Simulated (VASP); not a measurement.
# CuO: relaxation of the atoms with PBEsol

Crystal: CuO.

```
CELL_PARAMETERS angstrom
4.16094 0.00000 0.00000
0.00000 4.16094 0.00000
0.00000 0.00000 3.84877
ATOMIC_POSITIONS crystal
Cu 0.50000 0.00000 0.50000
Cu 0.00000 0.50000 0.50000
Cu 0.00000 0.00000 0.00000
O 0.00000 0.00000 0.50000
O 0.50000 0.00000 0.00000
O 0.00000 0.50000 0.00000
```

```json
{
 "Program": "VASP 6.6.1",
 "Task": "relaxation of the atoms",
 "Functional": "PBEsol",
 "Potentials or basis": "VASP PAW PBE potentials, release 64 (Cu, O)",
 "Cutoff": "520 eV",
 "k mesh": "6 × 6 × 6",
 "Occupations": "fermi-dirac, width 0.05 eV",
 "Spin": "no spin polarisation",
 "Dipole correction": "no",
 "Further INCAR settings": "ALGO = Normal; EDIFF = 1e-06; IBRION = 2; EDIFFG = -0.01; NSW = 60"
}
```

The pressure after relaxing is -2.7 GPa and the band gap on the k mesh is zero (an odd number of electrons rules out a gap without spin polarisation).

Stress tensor (GPa, compression positive):
```
-2.27  0.00  0.00
 0.00 -2.27  0.00
 0.00  0.00 -3.56
```

Final structure:
```cif
data_structure
_symmetry_space_group_name_H-M 'P 1'
_symmetry_Int_Tables_number 1
_cell_length_a 4.1609
_cell_length_b 4.1609
_cell_length_c 3.8488
_cell_angle_alpha 90.000
_cell_angle_beta 90.000
_cell_angle_gamma 90.000
_cell_volume 66.64
loop_
_atom_site_label
_atom_site_type_symbol
_atom_site_fract_x
_atom_site_fract_y
_atom_site_fract_z
_atom_site_occupancy
Cu1 Cu 0.50000 0.00000 0.50000 1
Cu2 Cu 0.00000 0.50000 0.50000 1
Cu3 Cu 0.00000 0.00000 0.00000 1
O1 O 0.00000 0.00000 0.50000 1
O2 O 0.50000 0.00000 0.00000 1
O3 O 0.00000 0.50000 0.00000 1
```

Levels at points of the mesh, in eV from the Fermi level:
```tsv
k point	band 23	band 24	band 25	band 26	band 27	band 28	band 29	band 30
(0.00, 0.00, 0.00)	-1.54	-1.50	-1.50	-1.47	-1.35	1.36	6.15	7.64
(0.50, 0.00, 0.00)	-1.55	-1.47	-1.00	-0.70	-0.58	3.91	3.99	8.56
(0.50, 0.50, 0.00)	-1.37	-0.80	-0.45	-0.45	0.97	3.63	6.33	6.33
(0.00, 0.00, 0.50)	-1.09	-0.70	-0.15	-0.15	0.03	5.22	6.80	7.64
(0.50, 0.00, 0.50)	-0.82	-0.42	-0.05	1.28	1.29	4.68	6.60	7.50
(0.50, 0.50, 0.50)	0.20	1.25	1.34	1.34	1.34	1.87	6.93	8.26
```

Run time: 110 s on 1 thread of AMD EPYC 7R43 64-Core Processor (Zen 3), on a shared host, peak memory 0.18 GiB.

Caveat: the relaxation stopped at its first step, so nothing moved; the PAW data sets were made with another functional, which shifts forces and pressure a little; an odd number of electrons without spin polarisation forces a metal; a magnetic or distorted state may lie lower; semilocal functionals often make such compounds metallic where correlation or magnetic order opens a gap, which also shifts bond lengths. With open d or f shells a metallic result of PBEsol can be an artefact of self-interaction; +U or a hybrid may open a gap.
